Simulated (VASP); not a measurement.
# Ga (P6_3/mmc) in VASP: further runs

Ga is run at these levels: RPBE; tasks: single point, relaxation of cell and atoms.

Everything below comes from runs of VASP 6.6.1. Logs are shortened: lines on timing, memory, paths and dates and some standing lists are left out, and cuts for length are marked.

**1. The cell of the first run**

The structure is hexagonal, space group P6_3/mmc (No. 194). Conventional cell: a = 3.114 Å, b = 3.114 Å, c = 4.912 Å, α = 90.00°, β = 90.00°, γ = 120.00°. Ga (site symmetry -6m2) has 12 Ga at 3.04 to 3.11 Å within 4.0 Å.

This isn't the form of Ga at room conditions, which is orthorhombic.

**2. Single point, RPBE (20.63 Å³/atom)**

File INCAR:

```
SYSTEM = Ga
  PREC = Accurate
  ENCUT = 520
  EDIFF = 1E-6
  ISMEAR = -1
  SIGMA = 0.1
  LREAL = .FALSE.
  LASPH = .TRUE.
  NELM = 60
  ALGO = Normal
  ISIF = 2
  LWAVE = .FALSE.
  LCHARG = .FALSE.
  GGA = RP
  NBANDS = 20
```

File KPOINTS:

```
Automatic mesh
0
G
  13 13 8
  0 0 0
```

File POSCAR:

```
Ga
1.0
    3.1140693291      0.0000000000      0.0000000000
   -1.5570346646      2.6968631481      0.0000000000
    0.0000000000      0.0000000000      4.9117614605
Ga
2
Direct
    0.3333333333      0.6666666667      0.2500000000
    0.6666666667      0.3333333333      0.7500000000
```

Potentials or basis: VASP PAW PBE potentials, release 64 (Ga_d).

Launch:

```console
cat potpaw_PBE.64/Ga_d/POTCAR > POTCAR
mpirun -np 1 vasp_std > vasp.out
```

OUTCAR:

```text
SYSTEM = Ga
   PREC = Accurate
   ENCUT = 520
   EDIFF = 1E-6
   ISMEAR = -1
   LREAL = .FALSE.
   LASPH = .TRUE.
   NELM = 60
   ISIF = 2
   GGA = RP

 ion  position               nearest neighbor table
   1  0.333  0.667  0.250-
   2  0.667  0.333  0.750-

  LATTYP: Found a hexagonal cell.
 ALAT       =     3.1140693291
 C/A-ratio  =     1.5772807030

  Lattice vectors:

 A1 = (   3.1140693291,   0.0000000000,   0.0000000000)
 A2 = (  -1.5570346646,   2.6968631481,   0.0000000000)
 A3 = (   0.0000000000,   0.0000000000,   4.9117614605)

Analysis of symmetry for initial positions (statically):
=====================================================================
 Subroutine PRICEL returns:
 Original cell was already a primitive cell.

 Routine SETGRP: Setting up the symmetry group for a
 hexagonal supercell.

 Subroutine GETGRP returns: Found 24 space group operations
 (whereof 12 operations were pure point group operations)
 out of a pool of 24 trial point group operations.

The static configuration has the point symmetry D_3d.
 The point group associated with its full space group is D_6h.

Analysis of symmetry for dynamics (positions and initial velocities):
=====================================================================
 Subroutine PRICEL returns:
 Original cell was already a primitive cell.

 Routine SETGRP: Setting up the symmetry group for a
 hexagonal supercell.

 Subroutine GETGRP returns: Found 24 space group operations
 (whereof 12 operations were pure point group operations)
 out of a pool of 24 trial point group operations.

The dynamic configuration has the point symmetry D_3d.
 The point group associated with its full space group is D_6h.

 Subroutine INISYM returns: Found 24 space group operations
 (whereof 12 operations are pure point group operations),
 and found     1 'primitive' translations

----------------------------------------------------------------------------------------

                                     Primitive cell

  volume of cell :      41.2500

  direct lattice vectors                    reciprocal lattice vectors
     3.114069329  0.000000000  0.000000000     0.321123230  0.185400583  0.000000000
    -1.557034665  2.696863148  0.000000000     0.000000000  0.370801166  0.000000000
     0.000000000  0.000000000  4.911761461     0.000000000  0.000000000  0.203592949

  length of vectors
     3.114069329  3.114069329  4.911761461     0.370801166  0.370801166  0.203592949

  position of ions in fractional coordinates (direct lattice)
     0.333333333  0.666666667  0.250000000
     0.666666667  0.333333333  0.750000000

  ion indices of the primitive-cell ions
   primitive index   ion index
                 1           1
                 2           2

----------------------------------------------------------------------------------------

 KPOINTS: Automatic mesh

Automatic generation of k-mesh.
 Grid dimensions read from file:
 generate k-points for:   13   13    8

 Generating k-lattice:

  Cartesian coordinates                     Fractional coordinates (reciprocal lattice)
     0.024701787  0.014261583  0.000000000     0.076923077  0.000000000  0.000000000
     0.000000000  0.028523167  0.000000000     0.000000000  0.076923077  0.000000000
     0.000000000  0.000000000  0.025449119     0.000000000  0.000000000  0.125000000

  Length of vectors
     0.028523167  0.028523167  0.025449119

  Shift w.r.t. Gamma in fractional coordinates (k-lattice)
     0.000000000  0.000000000  0.000000000

 Subroutine IBZKPT returns following result:
 ===========================================

 Found    105 irreducible k-points:

 Following reciprocal coordinates:
            Coordinates               Weight
  0.000000  0.000000  0.000000      1.000000
  0.076923 -0.000000  0.000000      6.000000
  0.153846  0.000000  0.000000      6.000000
  0.230769  0.000000  0.000000      6.000000
  0.307692  0.000000  0.000000      6.000000
  0.384615 -0.000000  0.000000      6.000000
[... 16 lines left out ...]
  0.076923 -0.000000  0.125000     12.000000
  0.153846  0.000000  0.125000     12.000000
 [... further k-points ...]
   k-points           NKPTS =    105   k-points in BZ     NKDIM =    105   number of bands    NBANDS=     20
   number of dos      NEDOS =    301   number of ions     NIONS =      2
   total plane-waves  NPLWV =  23040
   dimension x,y,z NGX =    24 NGY =   24 NGZ =   40
   dimension x,y,z NGXF=    48 NGYF=   48 NGZF=   80
   ions per type =               2
   NGX,Y,Z   is equivalent  to a cutoff of  12.81, 12.81, 13.54 a.u.
   NGXF,Y,Z  is equivalent  to a cutoff of  25.63, 25.63, 27.08 a.u.
 SYSTEM =  Ga
   PREC   = accura    normal or accurate (medium, high low for compatibility)
   ISTART =      0    job   : 0-new  1-cont  2-samecut
   ICHARG =      2    charge: 1-file 2-atom 10-const
   ISPIN  =      1    spin polarized calculation?
   LNONCOLLINEAR =      F non collinear calculations
   LSORBIT =      F    spin-orbit coupling
   LASPH  =      T    aspherical Exc in radial PAW
   ENCUT  =  520.0 eV  38.22 Ry    6.18 a.u.   5.79  5.79  9.13*2*pi/ulx,y,z
   NELM   =     60;   NELMIN=  2; NELMDL= -5     # of ELM steps
   EDIFF  = 0.1E-05   stopping-criterion for ELM
   LREAL  =      F    real-space projection
   EDIFFG = 0.1E-04   stopping-criterion for IOM
   NSW    =      0    number of steps for IOM
   IBRION =     -1    ionic relax: 0-MD 1-quasi-New 2-CG
   NFREE  =      0    steps in history (QN), initial steepest desc. (CG)
   ISIF   =      2    stress and relaxation
   ISYM   =      2    0-nonsym 1-usesym 2-fastsym
   POTIM  = 0.5000    time-step for ionic-motion
   TEBEG  =    0.0;   TEEND  =   0.0 temperature during run
   PSTRESS=    0.0 pullay stress
   NELECT =      26.0000    total number of electrons
   NUPDOWN=      -1.0000    fix difference up-down
   EMIN   =  10.00;   EMAX   =-10.00  energy-range for DOS
   EFERMI =   0.00;   METHOD = LEGACY
   ISMEAR =    -1;   SIGMA  =   0.10  broadening in eV -4-tet -1-fermi 0-gaus
   EFERMI_NEDOS =   21; number of points for ismear=-14 and -15
   IALGO  =     38    algorithm
   IMIX   =      4    mixing-type and parameters
     AMIX     =   0.40;   BMIX     =  1.00
     AMIX_MAG =   1.60;   BMIX_MAG =  1.00
  volume/ion in A,a.u.               =      20.63       139.18
  Fermi-wavevector in a.u.,A,eV,Ry     =   1.403647  2.652508 26.806524  1.970224
  Thomas-Fermi vector in A             =   2.526288
   LORBIT       =      0    0 simple, 1 ext, 2 COOP (PROOUT), +10 PAW based schemes
   GGA     = RP    functional components
   LHFCALC =     F    Hartree Fock is set to
   AEXX    =    0.0000 exact exchange contribution
   IVDW    =     0    specifies the selected vdW correction
   LEPSILON=     F    determine dielectric tensor
   LRPA    =     F    only Hartree local field effects (RPA)
 non-spin polarized calculation
  energy-cutoff  :      520.00
  volume of cell :       41.25
 maximum number of plane-waves:      1134
 NGX is ok and might be reduce to    24
   NGX = 11   NGY = 11   NGZ = 19

 number of electron      26.0000000 magnetization

 Free energy of the ion-electron system (eV)
  ---------------------------------------------------
  ext. energy  EPLUGINS =         0.00000000
  ---------------------------------------------------
  free energy    TOTEN  =        -5.06369239 eV

  energy without entropy =       -5.03860831  energy(sigma->0) =       -5.05115035

 E-fermi :   4.9205     XC(G=0): -10.4550

 val. band max:        4.8975571485   @ k =   0.2308   0.2308   0.0000
 cond. band min:       4.9225765436   @ k =   0.3846   0.1538   0.0000
 fundamental gap:      0.0250193951
 Fermi energy:         4.9205493922

 k-point     1 :       0.0000    0.0000    0.0000
  band No.  band energies     occupation
      1     -10.0152      2.00000
      2      -9.9520      2.00000
      3      -9.9520      2.00000
      4      -9.9508      2.00000
      5      -9.9330      2.00000
      6      -9.9330      2.00000
[... 12 lines left out ...]
     19      17.3822      0.00000
     20      18.1723      0.00000

 k-point     2 :       0.0769   -0.0000    0.0000
  band No.  band energies     occupation
      1     -10.0109      2.00000
      2      -9.9648      2.00000
      3      -9.9434      2.00000
      4      -9.9362      2.00000
      5      -9.9319      2.00000
      6      -9.9250      2.00000
[... 12 lines left out ...]
     19      17.7434      0.00000
     20      18.4367      0.00000

 k-point     3 :       0.1538    0.0000    0.0000
  band No.  band energies     occupation
      1     -10.0105      2.00000
      2      -9.9688      2.00000
      3      -9.9346      2.00000
      4      -9.9335      2.00000
      5      -9.9304      2.00000
      6      -9.9196      2.00000
[... 12 lines left out ...]
     19      15.9617      0.00000
     20      19.2222      0.00000

 k-point     4 :       0.2308    0.0000    0.0000
  band No.  band energies     occupation
      1     -10.0279      2.00000
      2      -9.9626      2.00000
      3      -9.9573      2.00000
      4      -9.9440      2.00000
      5      -9.9273      2.00000
      6      -9.8862      2.00000
[... 12 lines left out ...]
     19      15.4183      0.00000
     20      18.3751      0.00000

 k-point     5 :       0.3077    0.0000    0.0000
  band No.  band energies     occupation
      1     -10.0499      2.00000
      2      -9.9847      2.00000
      3      -9.9670      2.00000
      4      -9.9576      2.00000
      5      -9.9097      2.00000
      6      -9.8651      2.00000
[... 12 lines left out ...]
     19      14.8186      0.00000
     20      17.7548      0.00000

 k-point     6 :       0.3846   -0.0000    0.0000
  band No.  band energies     occupation
      1     -10.0684      2.00000
      2     -10.0093      2.00000
      3      -9.9752      2.00000
      4      -9.9682      2.00000
      5      -9.8928      2.00000
      6      -9.8787      2.00000
[... 12 lines left out ...]
     19      14.3576      0.00000
     20      17.3175      0.00000

 k-point     7 :       0.4615    0.0000    0.0000
  band No.  band energies     occupation
      1     -10.0787      2.00000
      2     -10.0237      2.00000
      3      -9.9807      2.00000
      4      -9.9740      2.00000
      5      -9.8855      2.00000
      6      -9.8833      2.00000
[... 12 lines left out ...]
     19      14.1140      0.00000
     20      17.0918      0.00000
[... 277 lines left out ...]
 k-point    20 :       0.3846    0.2308    0.0000
  band No.  band energies     occupation
      1     -10.0453      2.00000
      2     -10.0024      2.00000
      3      -9.9467      2.00000
      4      -9.9460      2.00000
      5      -9.9067      2.00000
      6      -9.8818      2.00000
[... 12 lines left out ...]
     19      12.1542      0.00000
     20      18.9660      0.00000

 k-point    21 :       0.3077    0.3077    0.0000
  band No.  band energies     occupation
      1     -10.0488      2.00000
      2      -9.9644      2.00000
      3      -9.9583      2.00000
      4      -9.9366      2.00000
      5      -9.9163      2.00000
      6      -9.9002      2.00000
[... 12 lines left out ...]
     19      11.4530      0.00000
     20      21.6411      0.00000

 k-point    22 :       0.0000    0.0000    0.1250
  band No.  band energies     occupation
      1     -10.0118      2.00000
      2      -9.9589      2.00000
      3      -9.9589      2.00000
      4      -9.9519      2.00000
      5      -9.9364      2.00000
      6      -9.9364      2.00000
[... 12 lines left out ...]
     19      17.4504      0.00000
     20      18.4002      0.00000

 k-point    23 :       0.0769   -0.0000    0.1250
  band No.  band energies     occupation
      1     -10.0079      2.00000
      2      -9.9659      2.00000
      3      -9.9521      2.00000
      4      -9.9463      2.00000
      5      -9.9358      2.00000
      6      -9.9285      2.00000
[... 12 lines left out ...]
     19      17.5511      0.00000
     20      18.4930      0.00000

 k-point    24 :       0.1538    0.0000    0.1250
  band No.  band energies     occupation
      1     -10.0089      2.00000
      2      -9.9676      2.00000
      3      -9.9472      2.00000
      4      -9.9396      2.00000
      5      -9.9347      2.00000
      6      -9.9064      2.00000
[... 12 lines left out ...]
     19      16.2678      0.00000
     20      18.8535      0.00000

 [... further k-points ...]

------------------------ aborting loop because EDIFF is reached ----------------------------------------

  FORCE on cell =-STRESS in cart. coord.  units (eV):
  Direction    XX          YY          ZZ          XY          YZ          ZX
  --------------------------------------------------------------------------------------
  -------------------------------------------------------------------------------------
  Total       -0.3301122     -0.3301122     -0.3859126      0.0000000      0.0000000      0.0000000
  in kB      -12.8217614    -12.8217614    -14.9890853      0.0000000      0.0000000      0.0000000
  external PRESSURE =     -13.5442027 kB  Pullay stress =       0.0000000 kB

 VOLUME and BASIS-vectors are now :
 -----------------------------------------------------------------------------
  energy-cutoff  :      520.00
  volume of cell :       41.25
      direct lattice vectors                 reciprocal lattice vectors
     3.114069329  0.000000000  0.000000000     0.321123230  0.185400583  0.000000000
    -1.557034665  2.696863148  0.000000000     0.000000000  0.370801166  0.000000000
     0.000000000  0.000000000  4.911761461     0.000000000  0.000000000  0.203592949

 POSITION                                       TOTAL-FORCE (eV/Angst)
 -----------------------------------------------------------------------------------
     -0.00000      1.79791      1.22794         0.000000      0.000000      0.000000
      1.55703      0.89895      3.68382        -0.000000     -0.000000      0.000000
 -----------------------------------------------------------------------------------
    total drift:                                0.000000     -0.000000      0.000000

  FREE ENERGIE OF THE ION-ELECTRON SYSTEM (eV)
  ---------------------------------------------------
  free  energy   TOTEN  =        -5.0636923884 eV

  energy  without entropy=       -5.0386083074  energy(sigma->0) =       -5.05115035
```

Run time: 80 s. Hardware: 1 thread of Intel Xeon 8259CL, shared host; peak memory 0.2 GiB.

What came out:

```yaml
Free_energy: -5.0637 eV
Pressure: -1.4 GPa
Band_gap_on_the_k_mesh: zero (bands 13 and 14 overlap by 7.04 eV)
```

Levels at points of the mesh, in eV from the Fermi level:
```
           k point  band 9  band 10  band 11  band 12  band 13  band 14  band 15  band 16  band 17  band 18
(0.00, 0.00, 0.00)  -14.72   -14.72   -10.41    -4.47    -3.45     8.52     8.52    10.46    10.46    12.13
(0.00, 0.00, 0.50)  -14.75   -14.75    -8.82    -8.82     3.93     3.93     9.67     9.67     9.67     9.67
```

Caveat: the PAW data sets were made with another functional, which shifts forces and pressure a little.

**3. Single point, RPBE (21.42 Å³/atom)**

This run uses another cell than the first one, of 21.42 Å³/atom.

File INCAR:

```
PREC = Accurate
ENCUT = 520
EDIFF = 1E-6
ISMEAR = -1
SIGMA = 0.1
LREAL = False
LASPH = True
NELM = 100
ALGO = Normal
ISIF = 2
LWAVE = False
LCHARG = True
GGA = RP
LELF = True
LVHAR = True
NBANDS = 20
```

File KPOINTS:

```
Automatic mesh
0
Gamma
  13 13 8
```

File POSCAR:

```
Ga
1.0
    3.1534921132      0.0000000000      0.0000000000
   -1.5767460566      2.7310042807      0.0000000000
    0.0000000000      0.0000000000      4.9739422572
Ga
2
Direct
    0.3333333333      0.6666666667      0.2500000000
    0.6666666667      0.3333333333      0.7500000000
```

Potentials or basis: VASP PAW PBE potentials, release 64 (Ga_d).

Launch:

```console
cat potpaw_PBE.64/Ga_d/POTCAR > POTCAR
mpirun -np 1 vasp_std > vasp.out
```

It took 84 s on 1 thread of Intel Xeon 8259CL, shared host; peak memory 0.2 GiB.

The run converged. Its results:

| Quantity | Value |
| --- | --- |
| Free energy | -5.0443 eV |
| Pressure | -2.5 GPa |
| Band gap on the k mesh | zero (bands 13 and 14 overlap by 6.76 eV) |

Stress tensor (GPa, compression positive):
```
-2.47  0.00  0.00
 0.00 -2.47  0.00
 0.00  0.00 -2.63
```

Levels at points of the mesh, in eV from the Fermi level:
```
           k point  band 9  band 10  band 11  band 12  band 13  band 14  band 15  band 16  band 17  band 18
(0.00, 0.00, 0.00)  -14.71   -14.71   -10.15    -4.46    -3.29     8.25     8.25    10.14    10.14    11.70
(0.00, 0.00, 0.50)  -14.75   -14.75    -8.60    -8.60     3.81     3.81     9.35     9.35     9.35     9.35
```

Caveat: the PAW data sets were made with another functional, which shifts forces and pressure a little.

**4. Single point, RPBE (22.21 Å³/atom)**

This run uses another cell than the first one, of 22.21 Å³/atom.

File INCAR:

```
SYSTEM = Ga
ALGO = Normal
EDIFF = 1E-6
ENCUT = 520
GGA = RP
ISIF = 2
ISMEAR = -1
LASPH = .True.
LCHARG = .False.
LREAL = .False.
LWAVE = .False.
NBANDS = 20
NELM = 80
PREC = Accurate
SIGMA = 0.1
```

File KPOINTS:

```
k-points
0
Gamma
  13 13 8
  0 0 0
```

File POSCAR:

```
Ga
1.0
    3.1919531246      0.0000000000      0.0000000000
   -1.5959765623      2.7643124936      0.0000000000
    0.0000000000      0.0000000000      5.0346060683
Ga
2
Direct
    0.3333333333      0.6666666667      0.2500000000
    0.6666666667      0.3333333333      0.7500000000
```

Launch:

```console
cat potpaw_PBE.64/Ga_d/POTCAR > POTCAR
mpirun -np 1 vasp_std > vasp.out
```

Run time: 79 s. Hardware: 1 thread of Intel Xeon 8259CL, shared host; peak memory 0.21 GiB.

Results (log left out):

```yaml
Free_energy: -5.0147 eV
Pressure: -3.4 GPa
Band_gap_on_the_k_mesh: zero (bands 13 and 14 overlap by 6.50 eV)
```

Stress tensor (GPa, compression positive):
```
-3.40  0.00  0.00
 0.00 -3.40  0.00
 0.00  0.00 -3.53
```

Levels at points of the mesh, in eV from the Fermi level:
```tsv
k point	band 10	band 11	band 12	band 13	band 14	band 15	band 16	band 17
(0.00, 0.00, 0.00)	-14.71	-9.91	-4.44	-3.14	7.99	7.99	9.83	9.83
(0.00, 0.00, 0.50)	-14.74	-8.40	-8.40	3.69	3.69	9.05	9.05	9.05
```

Caveat: the cell stands under tension; the PAW data sets were made with another functional, which shifts forces and pressure a little.

(Part 1 of 2 ends here.)
